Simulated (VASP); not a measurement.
# ZrB2 (P6/mmm) in VASP: a series of runs

ZrB2 is run at these levels: PBEsol; tasks: single point, relaxation of shape and atoms at fixed volume.

Program: VASP 6.6.1. These are calculated values, not measurements. Logs are shortened: lines on timing, memory, paths and dates and some standing lists are left out, and cuts for length are marked.

## (1) The cell of the first run

It takes space group P6/mmm (No. 191, hexagonal). Conventional cell: a = 3.173 Å, b = 3.173 Å, c = 3.526 Å, α = 90.00°, β = 90.00°, γ = 120.00°. Within 3.4 Å of Zr (site symmetry 6/mmm) lie 12 B at 2.54 Å and 6 Zr at 3.17 Å. Within 2.4 Å of B (site symmetry -6m2) lie 3 B at 1.83 Å.

## (2) Single point, PBEsol

Contents of INCAR:

```
PREC = Accurate
ENCUT = 500
EDIFF = 1E-6
ISMEAR = -1
SIGMA = 0.1
LREAL = F
LASPH = T
NELM = 120
ALGO = Normal
ISIF = 2
LWAVE = F
LCHARG = F
GGA = PS
NBANDS = 16
GGA_COMPAT = F
```

Contents of KPOINTS:

```
regular mesh
0
Gamma
  7 7 5
```

Contents of POSCAR:

```
ZrB2
1.0
    3.1730083093      0.0000000000      0.0000000000
   -1.5865041546      2.7479058022      0.0000000000
    0.0000000000      0.0000000000      3.5263039455
Zr B
1 2
Direct
    0.0000000000      0.0000000000      0.0000000000
    0.3333333333      0.6666666667      0.5000000000
    0.6666666667      0.3333333333      0.5000000000
```

Potentials or basis: VASP PAW PBE potentials, release 64 (Zr_sv, B).

On the command line:

```console
$ cat potpaw_PBE.64/Zr_sv/POTCAR potpaw_PBE.64/B/POTCAR > POTCAR
$ mpirun -np 1 vasp_std > vasp.out
```

OUTCAR:

```text
PREC = Accurate
   ENCUT = 500
   EDIFF = 1E-6
   ISMEAR = -1
   LREAL = F
   LASPH = T
   NELM = 120
   ISIF = 2
   GGA = PS

 ion  position               nearest neighbor table
   1  0.000  0.000  0.000-   2 2.54   3 2.54   2 2.54   3 2.54   2 2.54   2 2.54   3 2.54   3 2.54
                             3 2.54   3 2.54   2 2.54   2 2.54
   2  0.333  0.667  0.500-   3 1.83   3 1.83   3 1.83   1 2.54   1 2.54   1 2.54   1 2.54   1 2.54
                             1 2.54
   3  0.667  0.333  0.500-   2 1.83   2 1.83   2 1.83   1 2.54   1 2.54   1 2.54   1 2.54   1 2.54
                             1 2.54

  LATTYP: Found a hexagonal cell.
 ALAT       =     3.1730083093
 C/A-ratio  =     1.1113440627

  Lattice vectors:

 A1 = (   3.1730083093,   0.0000000000,   0.0000000000)
 A2 = (  -1.5865041546,   2.7479058022,   0.0000000000)
 A3 = (   0.0000000000,   0.0000000000,   3.5263039455)

Analysis of symmetry for initial positions (statically):
=====================================================================
 Subroutine PRICEL returns:
 Original cell was already a primitive cell.

 Routine SETGRP: Setting up the symmetry group for a
 hexagonal supercell.

 Subroutine GETGRP returns: Found 24 space group operations
 (whereof 24 operations were pure point group operations)
 out of a pool of 24 trial point group operations.

The static configuration has the point symmetry D_6h.

Analysis of symmetry for dynamics (positions and initial velocities):
=====================================================================
 Subroutine PRICEL returns:
 Original cell was already a primitive cell.

 Routine SETGRP: Setting up the symmetry group for a
 hexagonal supercell.

 Subroutine GETGRP returns: Found 24 space group operations
 (whereof 24 operations were pure point group operations)
 out of a pool of 24 trial point group operations.

The dynamic configuration has the point symmetry D_6h.

 Subroutine INISYM returns: Found 24 space group operations
 (whereof 24 operations are pure point group operations),
 and found     1 'primitive' translations

----------------------------------------------------------------------------------------

                                     Primitive cell

  volume of cell :      30.7463

  direct lattice vectors                    reciprocal lattice vectors
     3.173008309  0.000000000  0.000000000     0.315158330  0.181956747  0.000000000
    -1.586504155  2.747905802  0.000000000     0.000000000  0.363913493  0.000000000
     0.000000000  0.000000000  3.526303946     0.000000000  0.000000000  0.283583042

  length of vectors
     3.173008309  3.173008309  3.526303946     0.363913493  0.363913493  0.283583042

  position of ions in fractional coordinates (direct lattice)
     0.000000000  0.000000000  0.000000000
     0.333333333  0.666666667  0.500000000
     0.666666667  0.333333333  0.500000000

  ion indices of the primitive-cell ions
   primitive index   ion index
                 1           1
                 2           2
                 3           3

----------------------------------------------------------------------------------------

 KPOINTS: regular mesh

Automatic generation of k-mesh.
 Grid dimensions read from file:
 generate k-points for:    7    7    5

 Generating k-lattice:

  Cartesian coordinates                     Fractional coordinates (reciprocal lattice)
     0.045022619  0.025993821  0.000000000     0.142857143 -0.000000000  0.000000000
     0.000000000  0.051987642  0.000000000     0.000000000  0.142857143  0.000000000
     0.000000000  0.000000000  0.056716608     0.000000000  0.000000000  0.200000000

  Length of vectors
     0.051987642  0.051987642  0.056716608

  Shift w.r.t. Gamma in fractional coordinates (k-lattice)
     0.000000000  0.000000000  0.000000000

 Subroutine IBZKPT returns following result:
 ===========================================

 Found     24 irreducible k-points:

 Following reciprocal coordinates:
            Coordinates               Weight
  0.000000  0.000000  0.000000      1.000000
  0.142857  0.000000  0.000000      6.000000
  0.285714  0.000000  0.000000      6.000000
  0.428571  0.000000  0.000000      6.000000
  0.142857  0.142857  0.000000      6.000000
  0.285714  0.142857  0.000000     12.000000
[... 16 lines left out ...]
  0.428571  0.142857  0.400000     12.000000
  0.285714  0.285714  0.400000     12.000000
   k-points           NKPTS =     24   k-points in BZ     NKDIM =     24   number of bands    NBANDS=     16
   number of dos      NEDOS =    301   number of ions     NIONS =      3
   total plane-waves  NPLWV =  16128
   dimension x,y,z NGX =    24 NGY =   24 NGZ =   28
   dimension x,y,z NGXF=    48 NGYF=   48 NGZF=   56
   ions per type =               1   2
   NGX,Y,Z   is equivalent  to a cutoff of  12.57, 12.57, 13.20 a.u.
   NGXF,Y,Z  is equivalent  to a cutoff of  25.15, 25.15, 26.40 a.u.
 SYSTEM =  unknown system
   PREC   = accura    normal or accurate (medium, high low for compatibility)
   ISTART =      0    job   : 0-new  1-cont  2-samecut
   ICHARG =      2    charge: 1-file 2-atom 10-const
   ISPIN  =      1    spin polarized calculation?
   LNONCOLLINEAR =      F non collinear calculations
   LSORBIT =      F    spin-orbit coupling
   LASPH  =      T    aspherical Exc in radial PAW
   ENCUT  =  500.0 eV  36.75 Ry    6.06 a.u.   5.79  5.79  6.43*2*pi/ulx,y,z
   NELM   =    120;   NELMIN=  2; NELMDL= -5     # of ELM steps
   EDIFF  = 0.1E-05   stopping-criterion for ELM
   LREAL  =      F    real-space projection
   EDIFFG = 0.1E-04   stopping-criterion for IOM
   NSW    =      0    number of steps for IOM
   IBRION =     -1    ionic relax: 0-MD 1-quasi-New 2-CG
   NFREE  =      0    steps in history (QN), initial steepest desc. (CG)
   ISIF   =      2    stress and relaxation
   ISYM   =      2    0-nonsym 1-usesym 2-fastsym
   POTIM  = 0.5000    time-step for ionic-motion
   TEBEG  =    0.0;   TEEND  =   0.0 temperature during run
   PSTRESS=    0.0 pullay stress
   NELECT =      18.0000    total number of electrons
   NUPDOWN=      -1.0000    fix difference up-down
   EMIN   =  10.00;   EMAX   =-10.00  energy-range for DOS
   EFERMI =   0.00;   METHOD = LEGACY
   ISMEAR =    -1;   SIGMA  =   0.10  broadening in eV -4-tet -1-fermi 0-gaus
   EFERMI_NEDOS =   21; number of points for ismear=-14 and -15
   IALGO  =     38    algorithm
   IMIX   =      4    mixing-type and parameters
     AMIX     =   0.40;   BMIX     =  1.00
     AMIX_MAG =   1.60;   BMIX_MAG =  1.00
  volume/ion in A,a.u.               =      10.25        69.16
  Fermi-wavevector in a.u.,A,eV,Ry     =   1.369519  2.588016 25.518847  1.875582
  Thomas-Fermi vector in A             =   2.495387
   LORBIT       =      0    0 simple, 1 ext, 2 COOP (PROOUT), +10 PAW based schemes
   GGA     = PS    functional components
   LHFCALC =     F    Hartree Fock is set to
   AEXX    =    0.0000 exact exchange contribution
   IVDW    =     0    specifies the selected vdW correction
   LEPSILON=     F    determine dielectric tensor
   LRPA    =     F    only Hartree local field effects (RPA)
 non-spin polarized calculation
  energy-cutoff  :      500.00
  volume of cell :       30.75
 maximum number of plane-waves:       792
 NGX is ok and might be reduce to    24
   NGX = 11   NGY = 11   NGZ = 13

 number of electron      18.0000000 magnetization

 Free energy of the ion-electron system (eV)
  ---------------------------------------------------
  ext. energy  EPLUGINS =         0.00000000
  ---------------------------------------------------
  free energy    TOTEN  =       -26.37953694 eV

  energy without entropy =      -26.35744695  energy(sigma->0) =      -26.36849195

 E-fermi :  10.1458     XC(G=0): -12.5385

 val. band max:       10.0848380092   @ k =   0.1429   0.1429   0.2000
 cond. band min:      10.2468395963   @ k =   0.4286   0.1429   0.0000
 fundamental gap:      0.1620015871
 Fermi energy:        10.1458222185

 k-point     1 :       0.0000    0.0000    0.0000
  band No.  band energies     occupation
      1     -38.0692      2.00000
      2     -16.2951      2.00000
      3     -15.7348      2.00000
      4     -15.7348      2.00000
      5      -2.2666      2.00000
      6       7.7863      2.00000
[... 8 lines left out ...]
     15      15.5509      0.00000
     16      15.5509      0.00000

 k-point     2 :       0.1429    0.0000    0.0000
  band No.  band energies     occupation
      1     -38.0474      2.00000
      2     -16.2626      2.00000
      3     -15.9243      2.00000
      4     -15.7761      2.00000
      5      -1.8645      2.00000
      6       6.7309      2.00000
[... 8 lines left out ...]
     15      16.8574      0.00000
     16      17.3298      0.00000

 k-point     3 :       0.2857    0.0000    0.0000
  band No.  band energies     occupation
      1     -37.9981      2.00000
      2     -16.3291      2.00000
      3     -16.1886      2.00000
      4     -15.8676      2.00000
      5      -0.7747      2.00000
      6       4.7492      2.00000
[... 8 lines left out ...]
     15      18.0248      0.00000
     16      20.0213      0.00000

 k-point     4 :       0.4286    0.0000    0.0000
  band No.  band energies     occupation
      1     -37.9581      2.00000
      2     -16.6356      2.00000
      3     -16.1284      2.00000
      4     -15.9396      2.00000
      5       0.7785      2.00000
      6       2.7276      2.00000
[... 8 lines left out ...]
     15      18.9538      0.00000
     16      20.0484      0.00000
[... 324 lines left out ...]
 k-point    22 :       0.2857    0.1429    0.4000
  band No.  band energies     occupation
      1     -37.9501      2.00000
      2     -16.4432      2.00000
      3     -16.4229      2.00000
      4     -15.9699      2.00000
      5       0.4379      2.00000
      6       3.8669      2.00000
[... 8 lines left out ...]
     15      18.9250      0.00000
     16      20.1372      0.00000

 k-point    23 :       0.4286    0.1429    0.4000
  band No.  band energies     occupation
      1     -37.9303      2.00000
      2     -16.5635      2.00000
      3     -16.3845      2.00000
      4     -16.0286      2.00000
      5       0.8547      2.00000
      6       2.9279      2.00000
[... 8 lines left out ...]
     15      18.3654      0.00000
     16      19.6874      0.00000

 k-point    24 :       0.2857    0.2857    0.4000
  band No.  band energies     occupation
      1     -37.9254      2.00000
      2     -16.4423      2.00000
      3     -16.3743      2.00000
      4     -16.2059      2.00000
      5       1.1700      2.00000
      6       2.5326      2.00000
[... 8 lines left out ...]
     15      18.0714      0.00000
     16      19.5601      0.00000

------------------------ aborting loop because EDIFF is reached ----------------------------------------

  FORCE on cell =-STRESS in cart. coord.  units (eV):
  Direction    XX          YY          ZZ          XY          YZ          ZX
  --------------------------------------------------------------------------------------
  -------------------------------------------------------------------------------------
  Total       -0.6996281     -0.6996281     -0.6851464     -0.0000000      0.0000000      0.0000000
  in kB      -36.4573467    -36.4573467    -35.7027096     -0.0000000      0.0000000      0.0000000
  external PRESSURE =     -36.2058010 kB  Pullay stress =       0.0000000 kB

 VOLUME and BASIS-vectors are now :
 -----------------------------------------------------------------------------
  energy-cutoff  :      500.00
  volume of cell :       30.75
      direct lattice vectors                 reciprocal lattice vectors
     3.173008309  0.000000000  0.000000000     0.315158330  0.181956747  0.000000000
    -1.586504155  2.747905802  0.000000000     0.000000000  0.363913493  0.000000000
     0.000000000  0.000000000  3.526303946     0.000000000  0.000000000  0.283583042

 POSITION                                       TOTAL-FORCE (eV/Angst)
 -----------------------------------------------------------------------------------
      0.00000      0.00000      0.00000         0.000000      0.000000      0.000000
     -0.00000      1.83194      1.76315        -0.000000      0.000000      0.000000
      1.58650      0.91597      1.76315         0.000000     -0.000000      0.000000
 -----------------------------------------------------------------------------------
    total drift:                               -0.000000      0.000000      0.000000

  FREE ENERGIE OF THE ION-ELECTRON SYSTEM (eV)
  ---------------------------------------------------
  free  energy   TOTEN  =       -26.3795369439 eV

  energy  without entropy=      -26.3574469490  energy(sigma->0) =      -26.36849195
```

Wall time 19 s (1 thread of AMD EPYC 7R13, shared host); peak memory 0.11 GiB.

What came out:

| Property | Result |
| --- | --- |
| Free energy | -26.3795 eV |
| Pressure | -3.6 GPa |
| Band gap on the k mesh | zero (band 9 reaches 10.87 eV, above the bottom of band 10 at 10.08 eV) |

Stress tensor (GPa, compression positive):
```
-3.65  0.00  0.00
 0.00 -3.65  0.00
 0.00  0.00 -3.57
```

Caveat: the PAW data sets were made with another functional, which shifts forces and pressure a little.

## (3) Relaxation of shape and atoms at fixed volume, PBEsol

Contents of INCAR:

```
SYSTEM = ZrB2
ALGO     = Normal         ! electronic algorithm
EDIFF    = 1E-7           ! SCF threshold, eV
EDIFFG   = -0.1           ! ionic threshold
ENCUT    = 500            ! plane-wave cutoff, eV
GGA      = PS             ! functional
GGA_COMPAT= .FALSE.      
IBRION   = 2              ! ionic algorithm
ISIF     = 4              ! what is computed and relaxed
ISMEAR   = -1             ! smearing method
LASPH    = .TRUE.         ! aspherical terms in the spheres
LCHARG   = .FALSE.        ! write CHGCAR
LREAL    = .FALSE.        ! projectors in reciprocal space
LWAVE    = .FALSE.        ! write WAVECAR
NELM     = 120            ! most SCF steps
NELMIN   = 4            
NSW      = 80             ! ionic steps
PREC     = Accurate       ! precision mode
SIGMA    = 0.1            ! smearing width, eV
```

Contents of KPOINTS:

```
k-points
0
G
  7 7 5
  0 0 0
```

Contents of POSCAR:

```
ZrB2
1.0
    3.1700000000      0.0000000000      0.0000000000
   -1.5850000000      2.7453005300      0.0000000000
    0.0000000000      0.0000000000      3.5330000000
Zr B
1 2
Direct
    0.0000000000      0.0000000000      0.0000000000
    0.3333333333      0.6666666667      0.5000000000
    0.6666666667      0.3333333333      0.5000000000
```

Potentials or basis: VASP PAW PBE potentials, release 64 (Zr_sv, B).

On the command line:

```console
$ cat potpaw_PBE.64/Zr_sv/POTCAR potpaw_PBE.64/B/POTCAR > POTCAR
$ mpirun -np 1 vasp_std > vasp.out
```

OUTCAR:

```text
SYSTEM = ZrB2
   EDIFF = 1E-7
   EDIFFG = -0.1
   ENCUT = 500
   GGA = PS
   IBRION = 2
   ISIF = 4
   ISMEAR = -1
   LASPH = .TRUE.
   LREAL = .FALSE.
   NELM = 120
   NELMIN = 4
   NSW = 80
   PREC = Accurate

 ion  position               nearest neighbor table
   1  0.000  0.000  0.000-   2 2.54   3 2.54   2 2.54   3 2.54   3 2.54   3 2.54   2 2.54   2 2.54
                             3 2.54   3 2.54   2 2.54   2 2.54
   2  0.333  0.667  0.500-   3 1.83   3 1.83   3 1.83   1 2.54   1 2.54   1 2.54   1 2.54   1 2.54
                             1 2.54
[... 585 lines left out ...]
  -------------------------------------------------------------------------------------
  Total       -0.6336701     -0.6336701     -0.7911611      0.0000000     -0.0000000      0.0000000
  in kB      -33.0203015    -33.0203015    -41.2270931      0.0000000     -0.0000000      0.0000000
  external PRESSURE =     -35.7558987 kB  Pullay stress =       0.0000000 kB

 VOLUME and BASIS-vectors are now :
 -----------------------------------------------------------------------------
  energy-cutoff  :      500.00
  volume of cell :       30.75
      direct lattice vectors                 reciprocal lattice vectors
     3.170000000  0.000000000  0.000000000     0.315457413  0.182129422  0.000000000
    -1.585000000  2.745300530  0.000000000     0.000000000  0.364258845  0.000000000
     0.000000000  0.000000000  3.533000000     0.000000000  0.000000000  0.283045570

 POSITION                                       TOTAL-FORCE (eV/Angst)
 -----------------------------------------------------------------------------------
      0.00000      0.00000      0.00000        -0.000000     -0.000000      0.000000
     -0.00000      1.83020      1.76650         0.000000      0.000000      0.000000
      1.58500      0.91510      1.76650        -0.000000      0.000000      0.000000
 -----------------------------------------------------------------------------------
    total drift:                               -0.000000      0.000000      0.000000

  FREE ENERGIE OF THE ION-ELECTRON SYSTEM (eV)
  ---------------------------------------------------
  free  energy   TOTEN  =       -26.3794028546 eV

  energy  without entropy=      -26.3571759455  energy(sigma->0) =      -26.36828940

 reached required accuracy - stopping structural energy minimisation
```

Wall time 19 s (1 thread of AMD EPYC 7R13, shared host); peak memory 0.11 GiB.

What came out:

```
Free energy             : -26.3794 eV
Pressure after relaxing : -3.6 GPa
Band gap on the k mesh  : zero (band 9 reaches 10.90 eV, above the bottom of band 10 at 10.08 eV)
```

Stress tensor (GPa, compression positive):
```
-3.30  0.00  0.00
 0.00 -3.30  0.00
 0.00  0.00 -4.12
```

Final structure:
```
CELL_PARAMETERS angstrom
3.17000 0.00000 0.00000
-1.58500 2.74530 0.00000
0.00000 0.00000 3.53300
ATOMIC_POSITIONS crystal
Zr 0.00000 0.00000 0.00000
B 0.33333 0.66667 0.50000
B 0.66667 0.33333 0.50000
```

Caveat: the relaxation stopped at its first step, so nothing moved; the PAW data sets were made with another functional, which shifts forces and pressure a little.
